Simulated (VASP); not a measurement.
# ZnO (P6_3mc) in VASP: elastic constants with PBEsol

Aim: the elastic constants of ZnO with PBEsol.

Everything below comes from runs of VASP 6.6.1. Logs are shortened: lines on timing, memory, paths and dates and some standing lists are left out, and cuts for length are marked.

## 1. The cell of the first run

Symmetry: P6_3mc, No. 186, hexagonal system. The conventional cell has a = 3.230 Å, b = 3.230 Å, c = 5.214 Å, α = 90.00°, β = 90.00°, γ = 120.00°. Zn (site symmetry 3m) has 4 O at 1.97 to 1.98 Å within 2.6 Å. Within 2.6 Å of O (site symmetry 3m) lie 4 Zn at 1.97 to 1.98 Å.

## 2. Elastic constants, PBEsol

The input, INCAR:

```
PREC = Accurate
ENCUT = 600
EDIFF = 1E-8
ISMEAR = 0
SIGMA = 0.01
LREAL = F
LASPH = T
NELM = 60
ALGO = Normal
ISIF = 3
LWAVE = F
LCHARG = F
GGA = PS
IBRION = 6
NFREE = 2
POTIM = 0.015
NSW = 1
```

The input, KPOINTS:

```
Automatic mesh
0
Gamma
  8 8 4
```

The input, POSCAR:

```
ZnO
1.0
    3.2300607261      0.0000000000      0.0000000000
   -1.6150303630      2.7973146446      0.0000000000
    0.0000000000      0.0000000000      5.2142202396
Zn O
2 2
Direct
    0.3333333333      0.6666666667      0.5000341230
    0.6666666667      0.3333333333      0.0000341230
    0.6666666667      0.3333333333      0.3789758770
    0.3333333333      0.6666666667      0.8789758770
```

Potentials or basis: VASP PAW PBE potentials, release 64 (Zn, O).

On the command line:

```
$ cat potpaw_PBE.64/Zn/POTCAR potpaw_PBE.64/O/POTCAR > POTCAR
$ mpirun -np 1 vasp_std > vasp.out
```

OUTCAR:

```text
PREC = Accurate
   ENCUT = 600
   EDIFF = 1E-8
   ISMEAR = 0
   LREAL = F
   LASPH = T
   NELM = 60
   ISIF = 3
   GGA = PS
   IBRION = 6
   NFREE = 2
   POTIM = 0.015
   NSW = 1

 ion  position               nearest neighbor table
   1  0.333  0.667  0.500-   3 1.97   3 1.97   3 1.97   4 1.98
   2  0.667  0.333  0.000-   4 1.97   4 1.97   4 1.97   3 1.98
   3  0.667  0.333  0.379-   1 1.97   1 1.97   1 1.97   2 1.98
   4  0.333  0.667  0.879-   2 1.97   2 1.97   2 1.97   1 1.98

  LATTYP: Found a hexagonal cell.
 ALAT       =     3.2300607261
 C/A-ratio  =     1.6142793222

  Lattice vectors:

 A1 = (   3.2300607261,   0.0000000000,   0.0000000000)
 A2 = (  -1.6150303630,   2.7973146446,   0.0000000000)
 A3 = (   0.0000000000,   0.0000000000,   5.2142202396)

Analysis of symmetry for initial positions (statically):
=====================================================================
 Subroutine PRICEL returns:
 Original cell was already a primitive cell.

 Routine SETGRP: Setting up the symmetry group for a
 hexagonal supercell.

 Subroutine GETGRP returns: Found 12 space group operations
 (whereof  6 operations were pure point group operations)
 out of a pool of 24 trial point group operations.

The static configuration has the point symmetry C_3v.
 The point group associated with its full space group is C_6v.

Analysis of symmetry for dynamics (positions and initial velocities):
=====================================================================
 Subroutine PRICEL returns:
 Original cell was already a primitive cell.

 Routine SETGRP: Setting up the symmetry group for a
 hexagonal supercell.

 Subroutine GETGRP returns: Found 12 space group operations
 (whereof  6 operations were pure point group operations)
 out of a pool of 24 trial point group operations.

[... 363 lines left out ...]

 k-point     1 :       0.0000    0.0000    0.0000
  band No.  band energies     occupation
      1     -16.9841      2.00000
      2     -16.2271      2.00000
      3      -4.6779      2.00000
      4      -4.6154      2.00000
      5      -4.6154      2.00000
      6      -4.5913      2.00000
[... 589 lines left out ...]
     21       9.7639      0.00000
     22       9.8405      0.00000

 [... further k-points ...]
[... 5 lines left out ...]
  --------------------------------------------------------------------------------------
  -------------------------------------------------------------------------------------
  Total        0.1701841      0.1701841      0.3870176      0.0000000     -0.0000000      0.0000000
  in kB        5.7874630      5.7874630     13.1613335      0.0000000     -0.0000000      0.0000000
  external PRESSURE =       8.2454198 kB  Pullay stress =       0.0000000 kB
[... 19 lines left out ...]
  FREE ENERGIE OF THE ION-ELECTRON SYSTEM (eV)
  ---------------------------------------------------
  free  energy   TOTEN  =       -19.4122676179 eV

  energy  without entropy=      -19.4122676179  energy(sigma->0) =      -19.41226762

 INTERNAL STRAIN TENSORS FROM STRAINED CELLS
 ============================================

 INTERNAL STRAIN TENSOR FOR ION    1 for displacements in x,y,z  (eV/Angst):
          X           Y           Z          XY          YZ          ZX
  --------------------------------------------------------------------------------
  x    -0.00000     0.00000     0.00000    -7.36728    -0.00000    -4.65860
  y    -7.39196     7.40023    -0.00000     0.00001    -4.65512    -0.00004
  z    -4.70773    -4.71603     9.28323    -0.00046    -0.00036     0.00003

 INTERNAL STRAIN TENSORS FROM DISPLACED ATOMS
 ============================================

 INTERNAL STRAIN TENSOR FOR ION    1 for displacements in x,y,z  (eV/Angst):
          X           Y           Z          XY          YZ          ZX
  --------------------------------------------------------------------------------
  x    -0.00000     0.00000     0.00000    -7.36975    -0.00000    -4.65735
  y    -7.36975     7.36975     0.00000     0.00000    -4.65735    -0.00000
  z    -4.67933    -4.67933     9.24933    -0.00000     0.00000     0.00000

 INTERNAL STRAIN TENSOR FOR ION    4 for displacements in x,y,z  (eV/Angst):
          X           Y           Z          XY          YZ          ZX
  --------------------------------------------------------------------------------
  x    -0.00000     0.00000     0.00000    -8.34389     0.00000     4.65977
  y    -8.34389     8.34389     0.00000     0.00000     4.65977     0.00000
  z     4.72687     4.72687    -9.18320     0.00000    -0.00000     0.00000

 Eigenvectors and eigenvalues of the dynamical matrix
 ----------------------------------------------------

   1 f  =   16.076842 THz   101.013778 2PiTHz  536.265728 cm-1    66.488446 meV
             X         Y         Z           dx          dy          dz
     -0.000000  1.864876  2.607288    -0.000000   -0.000000   -0.096283
      1.615030  0.932438  0.000178     0.000000    0.000000    0.096283
      1.615030  0.932438  1.976064     0.000000    0.000000   -0.700521
     -0.000000  1.864876  4.583174    -0.000000   -0.000000    0.700521
[... 71 lines left out ...]
  12 f/i=    0.015291 THz     0.096078 2PiTHz    0.510062 cm-1     0.063240 meV
             X         Y         Z           dx          dy          dz
     -0.000000  1.864876  2.607288     0.000000   -0.000000    0.633379
      1.615030  0.932438  0.000178     0.000000   -0.000000    0.633379
      1.615030  0.932438  1.976064     0.000000   -0.000000    0.314373
     -0.000000  1.864876  4.583174     0.000000   -0.000000    0.314373

--------------------------------------------------------------------------------------------------------

 ELASTIC MODULI CONTR FROM IONIC RELAXATION (kBar)
 Direction    XX          YY          ZZ          XY          YZ          ZX
 --------------------------------------------------------------------------------
 XX        -748.9543    301.9348    437.9992     -0.0000     -0.0000      0.0000
 YY         301.9348   -748.9543    437.9992     -0.0000      0.0000     -0.0000
 ZZ         437.9992    437.9992   -858.3219      0.0000      0.0000      0.0000
 XY          -0.0000     -0.0000      0.0000   -525.4446      0.0000     -0.0000
 YZ          -0.0000     -0.0000      0.0000      0.0000   -198.7714     -0.0000
 ZX           0.0000     -0.0000      0.0000     -0.0000     -0.0000   -198.7711
 --------------------------------------------------------------------------------

 TOTAL ELASTIC MODULI (kBar)
 Direction    XX          YY          ZZ          XY          YZ          ZX
 --------------------------------------------------------------------------------
 XX        2025.3981   1267.4941   1123.2852      0.0000     -0.0000      0.0000
 YY        1267.4941   2025.3981   1123.2852      0.0000      0.0000     -0.0000
 ZZ        1123.2852   1123.2852   2179.8374      0.0000      0.0000      0.0000
 XY           0.0000      0.0000      0.0000    378.9520      0.0000     -0.0000
 YZ          -0.0000     -0.0000      0.0000      0.0000    348.4434      0.0000
 ZX           0.0000     -0.0000      0.0000     -0.0000      0.0000    348.4436
 --------------------------------------------------------------------------------
```

stdout:

```text
POSCAR found type information on POSCAR ZnO
 POSCAR found :  2 types and       4 ions
 scaLAPACK will be used
 -----------------------------------------------------------------------------
|                                                                             |
|                                                                             |
|     You enforced a specific xc type in the INCAR file but a different       |
|     I HOPE YOU KNOW WHAT YOU ARE DOING!                                     |
[... 40 lines left out ...]
 Finite differences progress:
 bond charge predicted
 Finite differences progress:
 bond charge predicted
 Finite differences progress:
 bond charge predicted
 Finite differences progress:
 bond charge predicted
 Finite differences progress:
 bond charge predicted
 Finite differences progress:
 bond charge predicted
 Finite differences progress:
```

Wall time 20 min (1 thread of Intel Xeon 6975P-C, shared host); peak memory 0.38 GiB.

Results:

```
Voigt bulk modulus                                      : 147 GPa
Highest phonon frequency at Γ, LO-TO splitting left out : 536 cm⁻¹
```

Phonon frequencies in cm⁻¹ (negative: imaginary):
```
              q point                               frequencies
(0.000, 0.000, 0.000)  -1 0 0 87 87 255 377 396 396 429 429 536
```

Elastic tensor in Voigt notation (GPa, in the Cartesian axes of the cell as first typed):
```
203 127 112   0   0   0
127 203 112   0   0   0
112 112 218   0   0   0
  0   0   0  35   0   0
  0   0   0   0  35   0
  0   0   0   0   0  38
```

Clamped-ion elastic tensor (GPa):
```
277  97  69   0   0   0
 97 277  69   0   0   0
 69  69 304   0   0   0
  0   0   0  55   0   0
  0   0   0   0  55   0
  0   0   0   0   0  90
```

Caveat: the PAW data sets were made with another functional, which shifts forces and pressure a little.
